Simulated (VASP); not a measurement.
# TiTe2 (P-3m1) in VASP: a series of runs, part 2 of 2

VASP 6.6.1. Earlier steps stand in the parts before.

## 4. Single point, HSE06

Input file POSCAR:

```
TiTe2
1.0
    3.7770000000      0.0000000000      0.0000000000
   -1.8885000000      3.2709779501      0.0000000000
    0.0000000000      0.0000000000      6.4980000000
Te Ti
2 1
Direct
    0.3333333333      0.6666666667      0.7372000000
    0.6666666667      0.3333333333      0.2628000000
    0.0000000000      0.0000000000      0.0000000000
```

Input file INCAR.step1:

```
SYSTEM = TiTe2
PREC = Accurate
ENCUT = 520
EDIFF = 1E-5
ISMEAR = -1
SIGMA = 0.05
LREAL = .FALSE.
LASPH = .TRUE.
NELM = 80
ALGO = Normal
ISIF = 2
LWAVE = .TRUE.
LCHARG = .FALSE.
NBANDS = 19
GGA = PE
```

Input file INCAR.step2:

```
SYSTEM = TiTe2
PREC = Accurate
ENCUT = 520
EDIFF = 1E-7
ISMEAR = -1
SIGMA = 0.05
LREAL = .FALSE.
LASPH = .TRUE.
NELM = 80
ALGO = Normal
ISIF = 2
LWAVE = .FALSE.
LCHARG = .FALSE.
GGA = PE
LHFCALC = .TRUE.
HFSCREEN = 0.2079
PRECFOCK = Normal
NBANDS = 19
ISTART = 1
```

Input file KPOINTS:

```
regular mesh
0
G
  4 4 2
  0 0 0
```

Potentials or basis: VASP PAW PBE potentials, release 64 (Te, Ti_sv).

The run is started by

```bash
$ cat potpaw_PBE.64/Te/POTCAR potpaw_PBE.64/Ti_sv/POTCAR > POTCAR
$ cp INCAR.step1 INCAR
$ mpirun -np 1 vasp_std > vasp.out
$ cp INCAR.step2 INCAR
$ mpirun -np 1 vasp_std > vasp.out
```

OUTCAR:

```text
SYSTEM = TiTe2
   PREC = Accurate
   ENCUT = 520
   EDIFF = 1E-7
   ISMEAR = -1
   LREAL = .FALSE.
   LASPH = .TRUE.
   NELM = 80
   ISIF = 2
   GGA = PE
   LHFCALC = .TRUE.
   HFSCREEN = 0.2079
   PRECFOCK = Normal
   ISTART = 1

 ion  position               nearest neighbor table
   1  0.333  0.667  0.737-   3 2.77   3 2.77   3 2.77
   2  0.667  0.333  0.263-   3 2.77   3 2.77   3 2.77
   3  0.000  0.000  0.000-   1 2.77   2 2.77   2 2.77   1 2.77   2 2.77   1 2.77

  LATTYP: Found a hexagonal cell.
 ALAT       =     3.7770000000
 C/A-ratio  =     1.7204130262

  Lattice vectors:

 A1 = (   3.7770000000,   0.0000000000,   0.0000000000)
 A2 = (  -1.8885000000,   3.2709779501,   0.0000000000)
 A3 = (   0.0000000000,   0.0000000000,   6.4980000000)

Analysis of symmetry for initial positions (statically):
=====================================================================
 Subroutine PRICEL returns:
 Original cell was already a primitive cell.

 Routine SETGRP: Setting up the symmetry group for a
 hexagonal supercell.

 Subroutine GETGRP returns: Found 12 space group operations
 (whereof 12 operations were pure point group operations)
 out of a pool of 24 trial point group operations.

The static configuration has the point symmetry D_3d.

Analysis of symmetry for dynamics (positions and initial velocities):
=====================================================================
 Subroutine PRICEL returns:
 Original cell was already a primitive cell.

 Routine SETGRP: Setting up the symmetry group for a
 hexagonal supercell.

[... 107 lines left out ...]
   IMIX   =      1    mixing-type and parameters
     AMIX     =   0.40;   BMIX     =  1.00
     AMIX_MAG =   1.60;   BMIX_MAG =  1.00
  volume/ion in A,a.u.               =      26.76       180.58
  Fermi-wavevector in a.u.,A,eV,Ry     =   1.094655  2.068597 16.303438  1.198269
  Thomas-Fermi vector in A             =   2.230964
   LORBIT       =      0    0 simple, 1 ext, 2 COOP (PROOUT), +10 PAW based schemes
   GGA     = PE    functional components
   LHFCALC =     T    Hartree Fock is set to
   PRECFOCK=normal    Normal, Fast or Accurate (Low or Medium for compatibility)
   ENCUT4O =  -1.0   cutoff for four orbital integrals eV
   NKREDX  =     1    reduce k-point grid by
   NKREDY  =     1    reduce k-point grid by
   NKREDZ  =     1    reduce k-point grid by
   AEXX    =    0.2500 exact exchange contribution
   HFSCREEN=    0.2079 screening length (either q_TF or 0.3 A-1)
   HFSCREENC=   0.2079 screening length for correlation (either q_TF or 0.3 A-1)
   ENCUTFOCK=  -1.0 apply spherical cutoff to Coloumb kernel
   IVDW    =     0    specifies the selected vdW correction
   LEPSILON=     F    determine dielectric tensor
   LRPA    =     F    only Hartree local field effects (RPA)
 non-spin polarized calculation
  energy-cutoff  :      520.00
  volume of cell :       80.28
 maximum number of plane-waves:      2175
 NGX is ok and might be reduce to    28
  NGX = 24; NGY = 24; NGZ = 40

 number of electron      23.9999998 magnetization

 Free energy of the ion-electron system (eV)
  ---------------------------------------------------
  ext. energy  EPLUGINS =         0.00000000
  ---------------------------------------------------
  free energy    TOTEN  =       -19.79397661 eV

  energy without entropy =      -19.78673971  energy(sigma->0) =      -19.79035816

 E-fermi :   6.9784     XC(G=0):  -8.1953

 val. band max:        6.9473423232   @ k =   0.5000   0.0000   0.0000
 cond. band min:       7.1838980963   @ k =   0.0000   0.0000   0.0000
 fundamental gap:      0.2365557731
 Fermi energy:         6.9783696217

 k-point     1 :       0.0000    0.0000    0.0000
  band No.  band energies     occupation
      1     -55.8904      2.00000
      2     -30.4863      2.00000
      3     -30.4863      2.00000
      4     -30.4724      2.00000
      5      -7.1672      2.00000
      6      -5.4562      2.00000
[... 153 lines left out ...]
      6      -5.0450      2.00000
[... 11 lines left out ...]
     18      13.0046      0.00000
     19      13.0915      0.00000

------------------------ aborting loop because EDIFF is reached ----------------------------------------

  FORCE on cell =-STRESS in cart. coord.  units (eV):
  Direction    XX          YY          ZZ          XY          YZ          ZX
  --------------------------------------------------------------------------------------
  -------------------------------------------------------------------------------------
  Total       -0.4895101     -0.4895101     -0.2758520     -0.0000000      0.0000000     -0.0000000
  in kB       -9.7694001     -9.7694001     -5.5053184     -0.0000000      0.0000000     -0.0000000
  external PRESSURE =      -8.3480395 kB  Pullay stress =       0.0000000 kB

 VOLUME and BASIS-vectors are now :
 -----------------------------------------------------------------------------
  energy-cutoff  :      520.00
  volume of cell :       80.28
      direct lattice vectors                 reciprocal lattice vectors
     3.777000000  0.000000000  0.000000000     0.264760392  0.152859484  0.000000000
    -1.888500000  3.270977950  0.000000000     0.000000000  0.305718967  0.000000000
     0.000000000  0.000000000  6.498000000     0.000000000  0.000000000  0.153893506

 POSITION                                       TOTAL-FORCE (eV/Angst)
 -----------------------------------------------------------------------------------
     -0.00000      2.18065      4.79033         0.000000      0.000000      0.280627
      1.88850      1.09033      1.70767        -0.000000     -0.000000     -0.280627
      0.00000      0.00000      0.00000        -0.000000      0.000000     -0.000000
 -----------------------------------------------------------------------------------
    total drift:                                0.000000     -0.000000      0.000001

  FREE ENERGIE OF THE ION-ELECTRON SYSTEM (eV)
  ---------------------------------------------------
  free  energy   TOTEN  =       -19.7939766103 eV

  energy  without entropy=      -19.7867397054  energy(sigma->0) =      -19.79035816
```

OSZICAR.step1:

```text
N       E                     dE             d eps       ncg     rms          rms(c)
DAV:   1     0.180545751894E+03    0.18055E+03   -0.10868E+04   304   0.118E+03
DAV:   2    -0.170228280731E+01   -0.18225E+03   -0.17769E+03   336   0.304E+02
DAV:   3    -0.176351280547E+02   -0.15933E+02   -0.15460E+02   460   0.827E+01
DAV:   4    -0.183119087328E+02   -0.67678E+00   -0.67461E+00   383   0.155E+01
DAV:   5    -0.183360965597E+02   -0.24188E-01   -0.24175E-01   442   0.286E+00    0.120E+01
DAV:   6    -0.185906976162E+02   -0.25460E+00   -0.36038E+01   340   0.373E+01    0.148E+01
DAV:   7    -0.164162091737E+02    0.21745E+01   -0.31266E+01   354   0.320E+01    0.540E+00
DAV:   8    -0.161626452733E+02    0.25356E+00   -0.12665E+00   367   0.805E+00    0.177E+00
DAV:   9    -0.161758675307E+02   -0.13222E-01   -0.29437E-01   383   0.346E+00    0.148E+00
DAV:  10    -0.161618635001E+02    0.14004E-01   -0.23321E-01   352   0.352E+00    0.786E-01
DAV:  11    -0.161586368323E+02    0.32267E-02   -0.16301E-02   355   0.100E+00    0.328E-01
DAV:  12    -0.161586441043E+02   -0.72720E-05   -0.41705E-04   346   0.150E-01    0.216E-01
DAV:  13    -0.161585701602E+02    0.73944E-04   -0.26962E-04   438   0.127E-01    0.586E-02
DAV:  14    -0.161585677497E+02    0.24105E-05   -0.13872E-05   263   0.239E-02
   1 F= -.16158568E+02 E0= -.16153187E+02  d E =-.107615E-01
```

It took 14 min on 1 thread of Intel Xeon Platinum 8488C (Sapphire Rapids), shared host; peak memory 0.31 GiB.

Results:

```
Free energy            : -19.7940 eV
Pressure               : -0.8 GPa
Largest force          : 0.281 eV/Å
Band gap on the k mesh : zero (band 12 reaches 7.49 eV, above the bottom of band 13 at 6.66 eV)
```

Forces in eV/Å, atoms in the order of the input:
```
Te   0.000  0.000  0.281
Te   0.000  0.000 -0.281
Ti   0.000  0.000  0.000
```

Stress tensor (GPa, compression positive):
```
-0.98  0.00  0.00
 0.00 -0.98  0.00
 0.00  0.00 -0.55
```

Levels at points of the mesh, in eV from the Fermi level:
```
           k point  band 8  band 9  band 10  band 11  band 12  band 13  band 14  band 15  band 16  band 17
(0.00, 0.00, 0.00)   -2.47   -2.47     0.21     0.51     0.51     0.59     0.80     0.80     3.25     3.25
(0.50, 0.00, 0.00)   -4.66   -3.56    -3.17    -2.58    -1.79    -0.03     1.51     1.95     2.49     3.57
(0.00, 0.00, 0.50)   -3.39   -2.39    -2.39     0.46     0.46     0.51     0.51     1.31     3.73     3.73
(0.50, 0.00, 0.50)   -5.59   -3.25    -2.87    -1.64    -1.24    -0.31     1.49     1.91     2.76     3.72
```

Caveat: the k points lie up to 0.48 Å⁻¹ apart; the PAW data sets were made with another functional, which shifts forces and pressure a little; spin-orbit coupling is left out, which moves the levels of the heavy elements; this functional lacks dispersion, which binds the layers, so the pressure and a relaxed spacing across them are unreliable.

## 5. Summary

| task | level | cell | k mesh | cutoff (eV) | grid for exact exchange (PRECFOCK) | screening parameter | gap on the mesh (eV) | pressure (GPa) | relaxed volume (Å³/atom) | largest force (eV/Å) |
| --- | --- | --- | --- | --- | --- | --- | --- | --- | --- | --- |
| relaxation of cell and atoms | BLYP+D3(BJ) | relaxed | 8 × 8 × 4 | 600 | - | - | none | 0.0 | 25.50 | 0.01 |
| relaxation of cell and atoms | BLYP+D4 | relaxed | 8 × 8 × 4 | 600 | - | - | none | 0.0 | 27.20 | - |
| single point | HSE06 | as given | 4 × 4 × 2 | 520 | Normal | 0.2079 1/Å | none | -0.8 | - | 0.28 |

Alike in all rows: potentials or basis VASP PAW PBE potentials, release 64 (Te, Ti_sv); no spin polarisation; smearing fermi-dirac 0.05 eV.

Caveats: some runs use coarse meshes; the PAW data sets were made with another functional, which shifts forces and pressure a little; spin-orbit coupling is left out, which moves the levels of the heavy elements; this functional lacks dispersion, which binds the layers, so the pressure and a relaxed spacing across them are unreliable (some runs).

Absolute energies hang on the potentials; compare differences alone.
